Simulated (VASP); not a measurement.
Zn, 1 atom in the cell. It takes space group R-3m (No. 166, trigonal). Conventional cell: a = 4.685 Å, b = 4.685 Å, c = 2.439 Å, α = 90.00°, β = 90.00°, γ = 120.00°. Zn (site symmetry -3m) has 14 Zn at 2.44 to 3.16 Å within 3.2 Å.  This cell differs from its parent crystal: ratio of the length along [111] to the lengths across it x 0.85, volume and fractional coordinates fixed.

| Quantity | Value |
| --- | --- |
| Program | VASP 6.6.1 |
| Task | single point |
| Functional | PBEsol |
| Potentials or basis | VASP PAW PBE potentials, release 64 (Zn) |
| Cutoff | 520 eV |
| k mesh | 24 × 24 × 24 |
| Occupations | gaussian, width 0.15 eV |
| Spin | no spin polarisation |
| Dipole correction | no |
| Further INCAR settings | ALGO = Fast; EDIFF = 1e-06; NBANDS = 12 |

Potentials or basis: VASP PAW PBE potentials, release 64 (Zn).

Run with:

```sh
$ cat potpaw_PBE.64/Zn/POTCAR > POTCAR
$ mpirun -np 1 vasp_std > vasp.out
```

Hardware: 1 thread of Intel(R) Xeon(R) Platinum 8488C (Sapphire Rapids), on a shared host.

Task: How long does it take, and how much memory?

Result: It took 3.2 min on 1 thread of Intel(R) Xeon(R) Platinum 8488C (Sapphire Rapids), with other jobs on the host, peak memory 0.33 GiB. Counts: scf iterations 11, k points 1313.
